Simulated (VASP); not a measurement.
Wanted: the native input for a VASP 6.6.1 run.

```yaml
Task: single point
Functional: r2SCAN
Potentials_or_basis: VASP PAW PBE potentials, release 64 (Cd, F)
Cutoff: 520 eV
k_mesh: 8 × 8 × 8
Occupations: gaussian, width 0.05 eV
Spin: no spin polarisation
Dipole_correction: no
Further_INCAR_settings: ALGO = Normal; EDIFF = 1e-06; NBANDS = 20
```

CdF2:

```
Cd F
1.0
     0.00000    2.69400    2.69400
     2.69400    0.00000    2.69400
     2.69400    2.69400    0.00000
Cd F
1 2
Direct
  0.94432 0.05568 0.94432
  0.25000 0.25000 0.25000
  0.75000 0.75000 0.75000
```

This cell differs from its parent crystal: atom 1 (Cd) moved by (-0.300, +0.000) A along y and z.

These files were run (other wordings do the same):

POSCAR

```
CdF2
1.0
    0.0000000000      2.6940000000      2.6940000000
    2.6940000000      0.0000000000      2.6940000000
    2.6940000000      2.6940000000      0.0000000000
Cd F
1 2
Direct
   -0.0556792873      0.0556792873     -0.0556792873
    0.2500000000      0.2500000000      0.2500000000
    0.7500000000      0.7500000000      0.7500000000
```

INCAR.step1

```
SYSTEM = CdF2
PREC     = Accurate       ! precision mode
ENCUT    = 520            ! plane-wave cutoff, eV
ISMEAR   = 0              ! smearing method
SIGMA    = 0.05           ! smearing width, eV
LREAL    = .FALSE.        ! projectors in reciprocal space
LASPH    = .TRUE.         ! aspherical terms in the spheres
NELM     = 100            ! most SCF steps
NBANDS   = 20             ! bands
GGA      = PE             ! functional
ALGO     = Normal         ! electronic algorithm
EDIFF    = 1E-4           ! SCF threshold, eV
LWAVE    = .TRUE.         ! write WAVECAR
LCHARG   = .FALSE.        ! write CHGCAR
```

INCAR.step2

```
SYSTEM = CdF2
PREC     = Accurate       ! precision mode
ENCUT    = 520            ! plane-wave cutoff, eV
EDIFF    = 1E-6           ! SCF threshold, eV
ISMEAR   = 0              ! smearing method
SIGMA    = 0.05           ! smearing width, eV
LREAL    = .FALSE.        ! projectors in reciprocal space
LASPH    = .TRUE.         ! aspherical terms in the spheres
NELM     = 100            ! most SCF steps
ALGO     = Normal         ! electronic algorithm
ISIF     = 2              ! what is computed and relaxed
LWAVE    = .FALSE.        ! write WAVECAR
LCHARG   = .FALSE.        ! write CHGCAR
METAGGA  = R2SCAN         ! meta-GGA
LMIXTAU  = .TRUE.       
NBANDS   = 20             ! bands
ISTART   = 1
```

KPOINTS

```
Automatic mesh
0
G
  8 8 8
  0 0 0
```

Potentials or basis: VASP PAW PBE potentials, release 64 (Cd, F).

Launch:

```sh
$ cat potpaw_PBE.64/Cd/POTCAR potpaw_PBE.64/F/POTCAR > POTCAR
$ cp INCAR.step1 INCAR
$ mpirun -np 1 vasp_std > vasp.out
$ cp INCAR.step2 INCAR
$ mpirun -np 1 vasp_std > vasp.out
```

It gave:

| Quantity | Value |
| --- | --- |
| Pressure | 6.4 GPa |
| Largest force | 1.765 eV/Å |
| Band gap on the k mesh | 3.62 eV (least direct gap 4.25 eV) |

Caveat: the cell differs from its parent crystal (atom 1 (Cd) moved by (-0.300, +0.000) A along y and z); the cell stands under pressure; the PAW data sets were made with another functional, which shifts forces and pressure a little.

Run time: 3.7 min on 1 thread of AMD EPYC 7R43 64-Core Processor (Zen 3), on a shared host, peak memory 0.15 GiB.
